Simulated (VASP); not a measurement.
Wanted: the native input for a VASP 6.6.1 run.

- Task: single point
- Functional: PBEsol
- Potentials or basis: VASP PAW PBE potentials, release 64 (Re, Sb)
- Cutoff: 520 eV
- k mesh: 10 × 10 × 10
- Occupations: gaussian, width 0.05 eV
- Spin: no spin polarisation
- Dipole correction: no
- Further INCAR settings: ALGO = Normal; EDIFF = 1e-06; NBANDS = 13

The structure of ReSb lies in POSCAR:

```
ReSb
1.0
    0.0000000000      2.9246608495      2.9246608495
    2.9246608495      0.0000000000      2.9246608495
    2.9246608495      2.9246608495      0.0000000000
Re Sb
1 1
Direct
    0.0000000000      0.0000000000      0.0000000000
    0.2500000000      0.2500000000      0.2500000000
```

These files were run (other wordings do the same):

INCAR

```
SYSTEM = ReSb
PREC = Accurate
ENCUT = 520
EDIFF = 1E-6
ISMEAR = 0
SIGMA = 0.05
LREAL = .FALSE.
LASPH = .TRUE.
NELM = 80
ALGO = Normal
ISIF = 2
LWAVE = .FALSE.
LCHARG = .FALSE.
GGA = PS
NBANDS = 13
```

KPOINTS

```
regular mesh
0
G
  10 10 10
  0 0 0
```

Potentials or basis: VASP PAW PBE potentials, release 64 (Re, Sb).

Command:

```sh
$ cat potpaw_PBE.64/Re/POTCAR potpaw_PBE.64/Sb/POTCAR > POTCAR
$ mpirun -np 1 vasp_std > vasp.out
```

It gave:

```json
{
 "Pressure": "6.5 GPa",
 "Band gap on the k mesh": "zero (band 6 reaches 5.33 eV, above the bottom of band 7 at 5.24 eV)"
}
```

Caveat: the PAW data sets were made with another functional, which shifts forces and pressure a little; spin-orbit coupling is left out, which moves the levels of the heavy elements.

It took 28 s on 1 thread of Intel(R) Xeon(R) Platinum 8375C CPU @ 2.90GHz (Ice Lake), with other jobs on the host, peak memory 0.19 GiB.
